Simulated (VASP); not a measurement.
**Ge2Sb2S: relaxation of cell and atoms with PBE**

The system is Ge2Sb2S.

```
CELL_PARAMETERS angstrom
3.24814 -5.96225 0.00000
3.24814 5.96225 0.00000
0.00000 0.00000 3.19070
ATOMIC_POSITIONS crystal
Ge 0.78619 0.78619 0.00000
Ge 0.21381 0.21381 0.00000
Sb 0.00000 0.50000 0.00000
Sb 0.50000 0.00000 0.00000
S 0.50000 0.50000 0.50000
```

The cell was generated, and may not be a known phase.

```
Program                : VASP 6.6.1
Task                   : relaxation of cell and atoms
Functional             : PBE
Potentials or basis    : VASP PAW PBE potentials, release 64 (Ge_d, Sb, S)
Cutoff                 : 600 eV
k mesh                 : 8 × 8 × 12
Occupations            : gaussian, width 0.1 eV
Spin                   : no spin polarisation
Dipole correction      : no
Further INCAR settings : ALGO = Fast; EDIFF = 1e-06; IBRION = 2; EDIFFG = -0.01; NSW = 100; ISIF = 3
```

```
Relaxed volume                        : 24.46 Å³/atom
Relaxed cell                          : a = 6.697 Å, b = 6.697 Å, c = 3.241 Å, α = 90.00°, β = 90.00°, γ = 122.74°
Space group after relaxing (to 0.1 Å) : Cmmm (No. 65)
Energy gained by relaxing             : 3.7 meV/atom
Ionic steps                           : 12
Pressure after relaxing               : 0.0 GPa
Band gap on the k mesh                : zero (bands 22 and 23 overlap by 3.44 eV)
```

Step by step:
```csv
step,energy change (eV),largest force (eV/Å),pressure (GPa),volume (Å³)
1,0.0000,0.0009,-0.47,123.58
2,-0.0153,0.0783,0.18,122.27
3,-0.0167,0.1035,0.34,121.84
4,-0.0167,0.1092,0.36,121.73
5,-0.0186,0.0030,-0.08,122.54
6,-0.0187,0.0227,-0.12,122.42
7,-0.0186,0.0309,-0.03,122.35
8,-0.0187,0.0255,-0.01,122.37
9,-0.0187,0.0216,-0.03,122.40
10,-0.0187,0.0210,-0.02,122.41
11,-0.0187,0.0101,-0.02,122.35
12,-0.0187,0.0016,0.00,122.28
```

Final structure:
```xyz
5
Lattice="3.2089 -5.8786 0.0000 3.2089 5.8786 0.0000 0.0000 0.0000 3.2411" Properties=species:S:1:pos:R:3 pbc="T T T"
Ge    5.0527    0.0000    3.2411
Ge    1.3650    0.0000    0.0000
Sb    4.8133   -2.9393    0.0000
Sb    4.8133    2.9393    0.0000
S     3.2089    0.0000    1.6205
```

Levels at points of the mesh, in eV from the Fermi level:
```
           k point  band 20  band 21  band 22  band 23  band 24  band 25
(0.00, 0.00, 0.00)    -0.38     0.56     1.21     1.43     3.42     3.89
(0.50, 0.00, 0.00)    -1.14    -0.77     0.23     2.69     2.93     3.48
(0.50, 0.50, 0.00)    -1.31    -0.39     0.19     1.01     3.47     3.48
(0.00, 0.00, 0.50)    -2.51    -2.45    -2.33    -1.43     2.46     3.08
(0.50, 0.00, 0.50)    -1.62    -1.16    -0.93    -0.92     0.25     0.99
(0.50, 0.50, 0.50)    -1.91    -1.91    -1.52    -1.47     0.52     0.97
```

Wall time 90 min on 1 thread of Oxide Virtual Turin-like Processor, with other jobs on the host, peak memory 0.67 GiB.

Caveat: spin-orbit coupling is left out, which moves the levels of the heavy elements.
